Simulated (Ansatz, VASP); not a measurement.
# Two plane-wave programs on NiO

INCAR

```
SYSTEM = NiO
PREC = Accurate
ENCUT = 700
EDIFF = 1E-6
ISMEAR = 0
SIGMA = 0.05
LREAL = .FALSE.
LASPH = .TRUE.
NELM = 200
ALGO = Normal
ISIF = 2
LWAVE = .FALSE.
LCHARG = .FALSE.
ISPIN = 2
MAGMOM = 2 -2 0 0
LORBIT = 11
LMAXMIX = 4
LDAU = .TRUE.
LDAUTYPE = 2
LDAUL = 2 -1
LDAUU = 6.2 0
LDAUJ = 0 0
LDAUPRINT = 1
GGA = PE
NBANDS = 36
GGA_COMPAT = .FALSE.
```

KPOINTS

```
Automatic mesh
0
G
  5 5 5
  0 0 0
```

File POSCAR:

```
NiO
1.0
   -2.1337897282     -2.1337897282      4.2675794564
   -4.2675794564     -2.1337897282      2.1337897282
   -2.1337897282     -4.2675794564      2.1337897282
Ni O
2 2
Direct
    0.0000000000      0.0000000000      0.0000000000
    0.5000000000      0.5000000000      0.5000000000
    1.2500000000     -0.7500000000     -0.7500000000
    1.7500000000     -0.2500000000     -0.2500000000
```

Input for Ansatz:

```yaml
crystal:
  lattice:
    - [-2.1337897282, -2.1337897282, 4.2675794564]
    - [-4.2675794564, -2.1337897282, 2.1337897282]
    - [-2.1337897282, -4.2675794564, 2.1337897282]
  atoms:
    - { symbol: Ni, position: [0.0, 0.0, 0.0], spin: 2.0 }
    - { symbol: O, position: [1.25, -0.75, -0.75] }
    - { symbol: Ni, position: [0.5, 0.5, 0.5], spin: -2.0 }
    - { symbol: O, position: [1.75, -0.25, -0.25] }
basis:
  ecutwfc: 420
  ecutrho_ratio: 4
kpoints:
  mp_grid: { grid: [5, 5, 5] }
hamiltonian:
  xc: pbe
  hubbard: { sites: [{ species: Ni, l: d, u_eff: 6.2 }] }
scf:
  occupations: { method: gaussian, width: 0.05 }
output:
  forces: true
  stress: true
  eigenvalues: true
  populations: true
  hubbard: { sites: [{ species: Ni, l: d }] }
magnetization:
  spin_polarized: true
```

Alike in both runs: task single point; functional PBE; k mesh 5 × 5 × 5; occupations gaussian, width 0.05 eV; collinear spin; Hubbard terms Ni d U = 6.2 eV.

|  | VASP | Ansatz |
| --- | --- | --- |
| version | VASP 6.6.1 | Ansatz 0.2.0 |
| potentials or method | VASP PAW PBE potentials, release 64 (Ni_sv_GW, O), cutoff 700 eV | scalar-relativistic, plane waves, PAW |
| valence electrons in the cell | 48 | 48 |

Ansatz gave:

| Quantity | Value |
| --- | --- |
| gap on the k mesh at the Fermi level (eV) | 2.73 |
| least direct gap on the mesh (eV) | 3.44 |
| pressure (GPa) | -2.1 |
| net moment per atom (μB) | 0.00 |
| size of the moment on the site where the two differ most (μB) | 1.69 |

Task: Estimate VASP's values.

Result: gap on the k mesh at the Fermi level (eV): 2.77; least direct gap on the mesh (eV): 3.39; pressure (GPa): -4.2; net moment per atom (μB): 0.00; size of the moment on the site where the two differ most (μB): 1.75.

Site moments also hang on the region over which each program counts them. The programs project onto different local orbitals, so the same U acts differently, and such runs can settle in different states.

The k mesh is coarse, so the values compare programs but aren't converged.
